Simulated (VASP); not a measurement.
Crystal: Ag.

```xyz
4
Lattice="5.2374 0.0000 0.0000 2.0912 4.9579 0.0000 -1.7377 0.3998 3.4125" Properties=species:S:1:pos:R:3 pbc="T T T"
Ag    3.2727    3.6047    1.3592
Ag    1.0271    1.9448    1.7160
Ag    3.8884    0.7804    0.7228
Ag    4.6944    3.0947    3.1050
```

The cell was generated, and may not be a known phase.

* Program: VASP 6.6.1
* Task: relaxation of cell and atoms
* Functional: PBE
* Potentials or basis: VASP PAW PBE potentials, release 64 (Ag)
* Cutoff: 600 eV
* k mesh: 4 × 4 × 6
* Occupations: gaussian, width 0.1 eV
* Spin: no spin polarisation

At the start: pressure 14.9 GPa; volume 22.15 Å³/atom.

Task: How do energy, volume and symmetry change on relaxing?

Result: Over 32 steps the energy falls by 1047.8 meV/atom and the volume is 17.75 Å³/atom (-19.9 %); space group P1 (No. 1, to 0.1 Å) before, I4/mmm (No. 139, to 0.1 Å).

Step by step:
| step | energy change (eV) | largest force (eV/Å) | pressure (GPa) | volume (Å³) |
| --- | --- | --- | --- | --- |
| 1 | 0.0000 | 6.9523 | 14.88 | 88.61 |
| 2 | -1.5204 | 1.8147 | -5.72 | 115.58 |
| 3 | -1.8749 | 2.3923 | -2.58 | 102.13 |
| 4 | -2.3656 | 0.7716 | -4.00 | 98.81 |
| 5 | -2.4979 | 0.6434 | -3.72 | 96.57 |
| 6 | -2.4209 | 1.2795 | -0.47 | 91.91 |
| 7 | -2.5230 | 0.7856 | -3.19 | 95.20 |
| 8 | -2.6964 | 0.7809 | 0.47 | 87.28 |
| 9 | -2.6982 | 0.7917 | 0.99 | 86.50 |
| 10 | -2.8742 | 0.8306 | 0.82 | 84.47 |
| 11 | -2.9207 | 1.4711 | 4.75 | 78.10 |
| 12 | -3.0093 | 0.9732 | 1.81 | 81.36 |
| 13 | -3.1706 | 0.6999 | -0.91 | 82.70 |
| 14 | -3.2371 | 0.4408 | -2.88 | 84.09 |
| 15 | -3.3681 | 0.5147 | -0.62 | 79.91 |
| 16 | -3.3886 | 0.8030 | 1.14 | 77.75 |
| 17 | -3.5301 | 0.8134 | 1.15 | 76.35 |
| 18 | -3.5819 | 0.9104 | 2.38 | 74.49 |
| 19 | -3.7001 | 0.5107 | -2.89 | 78.38 |
| 20 | -3.7001 | 0.5101 | -2.82 | 78.31 |
| 21 | -3.8491 | 0.7104 | -0.81 | 74.85 |
| 22 | -3.8796 | 0.9552 | 0.79 | 73.17 |
| 23 | -4.0261 | 0.7810 | 0.10 | 72.42 |
| 24 | -4.0480 | 0.6527 | 0.67 | 71.78 |
| 25 | -4.0519 | 0.6892 | 0.40 | 71.98 |
| 26 | -4.1458 | 0.3611 | -1.36 | 72.62 |
| 27 | -4.1564 | 0.2372 | -1.84 | 72.92 |
| 28 | -4.1456 | 0.2684 | 3.87 | 68.68 |
| 29 | -4.1773 | 0.2439 | 0.47 | 70.93 |
| 30 | -4.1890 | 0.0913 | -0.14 | 71.33 |
| 31 | -4.1890 | 0.0847 | -0.18 | 71.35 |
| 32 | -4.1913 | 0.0325 | 0.23 | 71.02 |

Final structure:
```cif
data_structure
_symmetry_space_group_name_H-M 'P 1'
_symmetry_Int_Tables_number 1
_cell_length_a 5.0145
_cell_length_b 4.1647
_cell_length_c 4.1906
_cell_angle_alpha 89.901
_cell_angle_beta 114.216
_cell_angle_gamma 65.449
_cell_volume 71.02
loop_
_atom_site_label
_atom_site_type_symbol
_atom_site_fract_x
_atom_site_fract_y
_atom_site_fract_z
_atom_site_occupancy
Ag1 Ag 0.35983 0.80952 0.12974 1
Ag2 Ag 0.35870 0.31044 0.62958 1
Ag3 Ag 0.85906 0.05944 0.38163 1
Ag4 Ag 0.85942 0.55839 0.88189 1
```

Caveat: the volume moved by over 15 % at a fixed basis, so the end points are rough.
